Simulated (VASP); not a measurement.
# Si2Ni (Fm-3m) in VASP: further runs

Runs on Si2Ni. Level: LDA. Tasks: single point.

All numbers are computed with VASP 6.6.1; they aren't measurements. Logs are shortened: lines on timing, memory, paths and dates and some standing lists are left out, and cuts for length are marked.

## (1) The cell of the first run

Symmetry: Fm-3m, No. 225, cubic system. Conventional cell: a = 5.351 Å, b = 5.351 Å, c = 5.351 Å, α = 90.00°, β = 90.00°, γ = 90.00°. Within 3.1 Å of Si (site symmetry -43m) lie 4 Ni at 2.32 Å and 6 Si at 2.68 Å. Ni (site symmetry m-3m) has 8 Si at 2.32 Å within 3.1 Å.

## (2) Single point, LDA, collinear spin, ferromagnetic start

Input file INCAR:

```
  PREC = Accurate
  ENCUT = 520
  EDIFF = 1E-6
  ISMEAR = 0
  SIGMA = 0.15
  LREAL = False
  LASPH = True
  NELM = 150
  ALGO = Normal
  ISIF = 2
  LWAVE = False
  LCHARG = True
  ISPIN = 2
  MAGMOM = 0 0 0.25
  LORBIT = 11
  NUPDOWN = 0.25
  LMAXMIX = 4
  GGA = CA
  LELF = True
  LVHAR = True
  NBANDS = 20
```

Input file KPOINTS:

```
regular mesh
0
Gamma
  14 14 14
```

Input file POSCAR:

```
Si2Ni
1.0
    0.0000000000      2.6754800491      2.6754800491
    2.6754800491      0.0000000000      2.6754800491
    2.6754800491      2.6754800491      0.0000000000
Si Ni
2 1
Direct
    0.2500000000      0.2500000000      0.2500000000
    0.7500000000      0.7500000000      0.7500000000
    0.0000000000      0.0000000000      0.0000000000
```

Potentials or basis: VASP PAW LDA potentials, release 64 (Si, Ni).

Command:

```sh
$ cat potpaw_LDA.64/Si/POTCAR potpaw_LDA.64/Ni/POTCAR > POTCAR
$ mpirun -np 1 vasp_std > vasp.out
```

OUTCAR:

```text
PREC = Accurate
   ENCUT = 520
   EDIFF = 1E-6
   ISMEAR = 0
   LREAL = False
   LASPH = True
   NELM = 150
   ISIF = 2
   ISPIN = 2
   LORBIT = 11
   NUPDOWN = 0.25
   GGA = CA

 ion  position               nearest neighbor table
   1  0.250  0.250  0.250-   3 2.32   3 2.32   3 2.32   3 2.32   2 2.68   2 2.68   2 2.68   2 2.68
                             2 2.68   2 2.68
   2  0.750  0.750  0.750-   3 2.32   3 2.32   3 2.32   3 2.32   1 2.68   1 2.68   1 2.68   1 2.68
                             1 2.68   1 2.68
   3  0.000  0.000  0.000-   1 2.32   2 2.32   2 2.32   2 2.32   2 2.32   1 2.32   1 2.32   1 2.32

  LATTYP: Found a face centered cubic cell.
 ALAT       =     5.3509600982

  Lattice vectors:

 A1 = (   0.0000000000,   2.6754800491,   2.6754800491)
 A2 = (   2.6754800491,   0.0000000000,   2.6754800491)
 A3 = (   2.6754800491,   2.6754800491,   0.0000000000)

Analysis of symmetry for initial positions (statically):
=====================================================================
 Subroutine PRICEL returns:
 Original cell was already a primitive cell.

 Routine SETGRP: Setting up the symmetry group for a
 face centered cubic supercell.

 Subroutine GETGRP returns: Found 48 space group operations
 (whereof 48 operations were pure point group operations)
 out of a pool of 48 trial point group operations.

The static configuration has the point symmetry O_h .

Analysis of symmetry for dynamics (positions and initial velocities):
=====================================================================
 Subroutine PRICEL returns:
 Original cell was already a primitive cell.

 Routine SETGRP: Setting up the symmetry group for a
 face centered cubic supercell.

 Subroutine GETGRP returns: Found 48 space group operations
 (whereof 48 operations were pure point group operations)
 out of a pool of 48 trial point group operations.

The dynamic configuration has the point symmetry O_h .

Analysis of structural, dynamic, and magnetic symmetry:
=====================================================================
 Subroutine PRICEL returns:
 Original cell was already a primitive cell.

 Routine SETGRP: Setting up the symmetry group for a
 face centered cubic supercell.

 Subroutine GETGRP returns: Found 48 space group operations
 (whereof 48 operations were pure point group operations)
 out of a pool of 48 trial point group operations.

The overall configuration has the point symmetry O_h .

 Subroutine INISYM returns: Found 48 space group operations
[... 116 lines left out ...]
   IALGO  =     38    algorithm
   IMIX   =      4    mixing-type and parameters
     AMIX     =   0.40;   BMIX     =  1.00
     AMIX_MAG =   1.60;   BMIX_MAG =  1.00
  volume/ion in A,a.u.               =      12.77        86.16
  Fermi-wavevector in a.u.,A,eV,Ry     =   1.272782  2.405209 22.041077  1.619973
  Thomas-Fermi vector in A             =   2.405641
   LORBIT       =     11    0 simple, 1 ext, 2 COOP (PROOUT), +10 PAW based schemes
   GGA     = CA    functional components
   LHFCALC =     F    Hartree Fock is set to
   AEXX    =    0.0000 exact exchange contribution
   IVDW    =     0    specifies the selected vdW correction
   LEPSILON=     F    determine dielectric tensor
   LRPA    =     F    only Hartree local field effects (RPA)
 spin polarized calculation
 Gauss-broadening in eV      SIGMA  =   0.15
  energy-cutoff  :      520.00
  volume of cell :       38.30
 maximum number of plane-waves:      1056
   NGX = 13   NGY = 13   NGZ = 13

 number of electron      17.9999990 magnetization       0.2500000

 Free energy of the ion-electron system (eV)
  ---------------------------------------------------
  ext. energy  EPLUGINS =         0.00000000
  ---------------------------------------------------
  free energy    TOTEN  =       -19.87253061 eV

  energy without entropy =      -19.86225255  energy(sigma->0) =      -19.86739158

 E-fermi :  10.5312     XC(G=0): -11.8983

 val. band max:       11.0201996817   @ k =   0.4286   0.2857   0.0714
 cond. band min:      10.5531400447   @ k =   0.2857   0.0714   0.0000
 fundamental gap:     -0.4670596369
 Fermi energy:        11.0244823063

 spin component 1

 k-point     1 :       0.0000    0.0000    0.0000
  band No.  band energies     occupation
      1      -3.3109      1.00000
      2       5.3229      1.00000
      3       5.3229      1.00000
      4       5.3229      1.00000
      5       7.0547      1.00000
      6       7.0547      1.00000
[... 541 lines left out ...]
     19      24.0915      0.00000
     20      26.3689      0.00000

 [... further k-points ...]

 spin component 2

 k-point     1 :       0.0000    0.0000    0.0000
  band No.  band energies     occupation
      1      -3.2581      1.00000
      2       5.4219      1.00000
      3       5.4219      1.00000
      4       5.4219      1.00000
      5       7.1436      1.00000
      6       7.1436      1.00000
[... 541 lines left out ...]
     19      24.1363      0.00000
     20      26.4239      0.00000

 [... further k-points ...]
[... 5 lines left out ...]
  --------------------------------------------------------------------------------------
  -------------------------------------------------------------------------------------
  Total        0.0166975      0.0166975      0.0166975     -0.0000000     -0.0000000      0.0000000
  in kB        0.6984373      0.6984373      0.6984373     -0.0000000     -0.0000000      0.0000000
  external PRESSURE =       0.6984373 kB  Pullay stress =       0.0000000 kB

 VOLUME and BASIS-vectors are now :
 -----------------------------------------------------------------------------
  energy-cutoff  :      520.00
  volume of cell :       38.30
      direct lattice vectors                 reciprocal lattice vectors
     0.000000000  2.675480049  2.675480049    -0.186882350  0.186882350  0.186882350
     2.675480049  0.000000000  2.675480049     0.186882350 -0.186882350  0.186882350
     2.675480049  2.675480049  0.000000000     0.186882350  0.186882350 -0.186882350

 POSITION                                       TOTAL-FORCE (eV/Angst)
 -----------------------------------------------------------------------------------
      1.33774      1.33774      1.33774        -0.000000     -0.000000     -0.000000
      4.01322      4.01322      4.01322         0.000000      0.000000      0.000000
      0.00000      0.00000      0.00000         0.000000     -0.000000     -0.000000
 -----------------------------------------------------------------------------------
    total drift:                               -0.000000     -0.000000      0.000000

  FREE ENERGIE OF THE ION-ELECTRON SYSTEM (eV)
  ---------------------------------------------------
  free  energy   TOTEN  =       -19.8725306117 eV

  energy  without entropy=      -19.8622525477  energy(sigma->0) =      -19.86739158

 total charge

# of ion       s       p       d       tot
------------------------------------------
    1        0.744   0.872   0.000   1.615
    2        0.744   0.872   0.000   1.615
    3        0.581   0.845   8.488   9.913
--------------------------------------------------
tot          2.068   2.589   8.488  13.144

 magnetization (x)

# of ion       s       p       d       tot
------------------------------------------
    1        0.022   0.011   0.000   0.033
    2        0.022   0.011   0.000   0.033
    3        0.001   0.011   0.116   0.129
--------------------------------------------------
tot          0.045   0.033   0.116   0.195
```

Run time: 2.1 min. Hardware: 1 thread of Intel Xeon Platinum 8375C at 2.90GHz (Ice Lake), shared host; peak memory 0.23 GiB.

What came out:

| Item | Value |
| --- | --- |
| Free energy | -19.8725 eV |
| Pressure | 0.1 GPa |
| Net moment | 0.25 μB per cell |
| Site moments | Si +0.03; Ni +0.13 μB |
| Valence electrons inside the program's atomic spheres | Si 1.61; Ni 9.91 |

Caveat: the total moment is fixed, so each spin has its own Fermi level.

## (3) Single point, LDA, collinear spin, ferromagnetic start

Input file INCAR:

```
PREC = Accurate
ENCUT = 520
EDIFF = 1E-6
ISMEAR = 0
SIGMA = 0.15
LREAL = F
LASPH = T
NELM = 150
ALGO = Normal
ISIF = 2
LWAVE = F
LCHARG = F
ISPIN = 2
MAGMOM = 0 0 0.5
LORBIT = 11
NUPDOWN = 0.5
LMAXMIX = 4
GGA = CA
NBANDS = 20
```

Input file KPOINTS:

```
Automatic mesh
0
Gamma
  14 14 14
```

POSCAR is that of step 2.

Potentials or basis: VASP PAW LDA potentials, release 64 (Si, Ni).

Command:

```sh
$ cat potpaw_LDA.64/Si/POTCAR potpaw_LDA.64/Ni/POTCAR > POTCAR
$ mpirun -np 1 vasp_std > vasp.out
```

Run time: 2.1 min. Hardware: 1 thread of Intel Xeon Platinum 8375C at 2.90GHz (Ice Lake), shared host; peak memory 0.23 GiB.

It converged, with:

| Quantity | Value |
| --- | --- |
| Free energy | -19.7729 eV |
| Pressure | 1.2 GPa |
| Net moment | 0.50 μB per cell |
| Site moments | Si +0.07; Ni +0.24 μB |
| Valence electrons inside the program's atomic spheres | Si 1.62; Ni 9.91 |

Caveat: the total moment is fixed, so each spin has its own Fermi level.

## (4) Single point, LDA, collinear spin, ferromagnetic start

Input file INCAR:

```
ALGO = Normal
EDIFF = 1E-7
ENCUT = 520
ISIF = 2
ISMEAR = 0
ISPIN = 2
LASPH = True
LCHARG = True
LELF = True
LMAXMIX = 4
LORBIT = 11
LREAL = False
LVHAR = True
LWAVE = False
MAGMOM = 0 0 0.75
NBANDS = 20
NELM = 150
NUPDOWN = 0.75
PREC = Accurate
SIGMA = 0.15
```

Input file KPOINTS:

```
k-points
0
Gamma
  14 14 14
```

POSCAR is that of step 3.

Command:

```sh
$ cat potpaw_LDA.64/Si/POTCAR potpaw_LDA.64/Ni/POTCAR > POTCAR
$ mpirun -np 1 vasp_std > vasp.out
```

It took 2.3 min on 1 thread of Intel Xeon Platinum 8375C at 2.90GHz (Ice Lake), shared host; peak memory 0.23 GiB.

It converged, with:

| Item | Value |
| --- | --- |
| Free energy | -19.5935 eV |
| Pressure | 2.6 GPa |
| Net moment | 0.75 μB per cell |
| Site moments | Si +0.10; Ni +0.35 μB |
| Valence electrons inside the program's atomic spheres | Si 1.62; Ni 9.90 |

Caveat: the total moment is fixed, so each spin has its own Fermi level.

## (5) Single point, LDA, collinear spin, ferromagnetic start

Input file INCAR:

```
SYSTEM = Si2Ni
PREC = Accurate ; ENCUT = 520
EDIFF = 1E-6 ; ISMEAR = 0
SIGMA = 0.15 ; LREAL = .FALSE.
LASPH = .TRUE. ; NELM = 150
ALGO = Normal ; ISIF = 2
LWAVE = .FALSE. ; LCHARG = .TRUE.
ISPIN = 2 ; MAGMOM = 0 0 0.625
LORBIT = 11 ; NUPDOWN = 0.625
LMAXMIX = 4 ; LELF = .TRUE.
LVHAR = .TRUE. ; NBANDS = 20
```

Input file KPOINTS:

```
Automatic mesh
0
G
  14 14 14
  0 0 0
```

POSCAR is that of step 4.

Potentials or basis: VASP PAW LDA potentials, release 64 (Si, Ni).

Command:

```sh
$ cat potpaw_LDA.64/Si/POTCAR potpaw_LDA.64/Ni/POTCAR > POTCAR
$ mpirun -np 1 vasp_std > vasp.out
```

OUTCAR:

```text
SYSTEM = Si2Ni
   PREC = Accurate
   ENCUT = 520
   EDIFF = 1E-6
   ISMEAR = 0
   LREAL = .FALSE.
   LASPH = .TRUE.
   NELM = 150
   ISIF = 2
   ISPIN = 2
   LORBIT = 11
   NUPDOWN = 0.625

 ion  position               nearest neighbor table
   1  0.250  0.250  0.250-   3 2.32   3 2.32   3 2.32   3 2.32   2 2.68   2 2.68   2 2.68   2 2.68
                             2 2.68   2 2.68
   2  0.750  0.750  0.750-   3 2.32   3 2.32   3 2.32   3 2.32   1 2.68   1 2.68   1 2.68   1 2.68
                             1 2.68   1 2.68
   3  0.000  0.000  0.000-   1 2.32   2 2.32   2 2.32   2 2.32   2 2.32   1 2.32   1 2.32   1 2.32

  LATTYP: Found a face centered cubic cell.
 ALAT       =     5.3509600982

  Lattice vectors:

 A1 = (   0.0000000000,   2.6754800491,   2.6754800491)
 A2 = (   2.6754800491,   0.0000000000,   2.6754800491)
 A3 = (   2.6754800491,   2.6754800491,   0.0000000000)

Analysis of symmetry for initial positions (statically):
=====================================================================
 Subroutine PRICEL returns:
[... 757 lines left out ...]
      4       5.4878      1.00000
      5       7.2074      1.00000
      6       7.2074      1.00000
[... 541 lines left out ...]
     19      24.1770      0.00000
     20      26.4782      0.00000

 [... further k-points ...]
[... 5 lines left out ...]
  --------------------------------------------------------------------------------------
  -------------------------------------------------------------------------------------
  Total        0.5156235      0.5156235      0.5156235      0.0000000     -0.0000000      0.0000000
  in kB       21.5679158     21.5679158     21.5679158      0.0000000     -0.0000000      0.0000000
  external PRESSURE =      21.5679158 kB  Pullay stress =       0.0000000 kB

 VOLUME and BASIS-vectors are now :
 -----------------------------------------------------------------------------
  energy-cutoff  :      520.00
  volume of cell :       38.30
      direct lattice vectors                 reciprocal lattice vectors
     0.000000000  2.675480049  2.675480049    -0.186882350  0.186882350  0.186882350
     2.675480049  0.000000000  2.675480049     0.186882350 -0.186882350  0.186882350
     2.675480049  2.675480049  0.000000000     0.186882350  0.186882350 -0.186882350

 POSITION                                       TOTAL-FORCE (eV/Angst)
 -----------------------------------------------------------------------------------
      1.33774      1.33774      1.33774         0.000000     -0.000000      0.000000
      4.01322      4.01322      4.01322        -0.000000     -0.000000     -0.000000
      0.00000      0.00000      0.00000         0.000000      0.000000      0.000000
 -----------------------------------------------------------------------------------
    total drift:                               -0.000000     -0.000000      0.000000

  FREE ENERGIE OF THE ION-ELECTRON SYSTEM (eV)
  ---------------------------------------------------
  free  energy   TOTEN  =       -19.6913520970 eV

  energy  without entropy=      -19.6807791961  energy(sigma->0) =      -19.68606565

 total charge

# of ion       s       p       d       tot
------------------------------------------
    1        0.753   0.867   0.000   1.620
    2        0.753   0.867   0.000   1.620
    3        0.582   0.828   8.499   9.908
--------------------------------------------------
tot          2.087   2.562   8.499  13.148

 magnetization (x)

# of ion       s       p       d       tot
------------------------------------------
    1        0.045   0.036   0.000   0.081
    2        0.045   0.036   0.000   0.081
    3        0.004   0.042   0.247   0.294
--------------------------------------------------
tot          0.094   0.115   0.247   0.457
```

Wall time 1.9 min (1 thread of Intel Xeon Platinum 8375C at 2.90GHz (Ice Lake), shared host); peak memory 0.23 GiB.

What came out:

| Property | Result |
| --- | --- |
| Free energy | -19.6914 eV |
| Pressure | 2.2 GPa |
| Net moment | 0.62 μB per cell |
| Site moments | Si +0.08; Ni +0.29 μB |
| Valence electrons inside the program's atomic spheres | Si 1.62; Ni 9.91 |

Caveat: the total moment is fixed, so each spin has its own Fermi level.

## (6) Single point, LDA, collinear spin, ferromagnetic start

This run uses another cell than the first one, of 13.53 Å³/atom, 1.060 times its volume.

Input file INCAR:

```
SYSTEM = Si2Ni
PREC = Accurate ; ENCUT = 520
EDIFF = 1E-6 ; ISMEAR = 0
SIGMA = 0.15 ; LREAL = .False.
LASPH = .True. ; NELM = 150
ALGO = Normal ; ISIF = 2
LWAVE = .False. ; LCHARG = .True.
ISPIN = 2 ; MAGMOM = 0 0 0.25
LORBIT = 11 ; NUPDOWN = 0.25
LMAXMIX = 4 ; LELF = .True.
LVHAR = .True. ; NBANDS = 20
```

Input file KPOINTS:

```
Automatic mesh
0
Gamma
  14 14 14
  0 0 0
```

Input file POSCAR:

```
Si2Ni
1.0
    0.0000000000      2.7279671969      2.7279671969
    2.7279671969      0.0000000000      2.7279671969
    2.7279671969      2.7279671969      0.0000000000
Si Ni
2 1
Direct
    0.2500000000      0.2500000000      0.2500000000
    0.7500000000      0.7500000000      0.7500000000
    0.0000000000      0.0000000000      0.0000000000
```

Potentials or basis: VASP PAW LDA potentials, release 64 (Si, Ni).

Command:

```sh
$ cat potpaw_LDA.64/Si/POTCAR potpaw_LDA.64/Ni/POTCAR > POTCAR
$ mpirun -np 1 vasp_std > vasp.out
```

It took 2.1 min on 1 thread of Intel Xeon 6975P-C (Granite Rapids), shared host; peak memory 0.25 GiB.

The run converged. Its results:

```yaml
Free_energy: -19.8115 eV
Pressure: -8.3 GPa
Net_moment: 0.25 μB per cell
Site_moments: Si +0.03; Ni +0.13 μB
Valence_electrons_inside_the_program's_atomic_spheres: Si 1.58; Ni 9.77
```

Caveat: the total moment is fixed, so each spin has its own Fermi level.

## (7) Summary

```csv
fixed moment (μB),cell,pressure (GPa),moment (μB)
0.25,"a = 3.784 Å, angles 60.0°, 3 atoms",0.1,0.25
0.5,"a = 3.784 Å, angles 60.0°, 3 atoms",1.2,0.50
0.75,"a = 3.784 Å, angles 60.0°, 3 atoms",2.6,0.75
0.625,"a = 3.784 Å, angles 60.0°, 3 atoms",2.2,0.62
0.25,"a = 3.858 Å, angles 60.0°, 3 atoms",-8.3,0.25
```

Alike in all rows: task single point; level LDA; potentials or basis VASP PAW LDA potentials, release 64 (Si, Ni); spin collinear, ferromagnetic start; k mesh 14 × 14 × 14; cutoff (eV) 520; smearing gaussian 0.15 eV.

Caveats: the total moment is fixed, so each spin has its own Fermi level.

Total energies depend on the potentials used, so only differences within one code and one set of settings carry meaning.
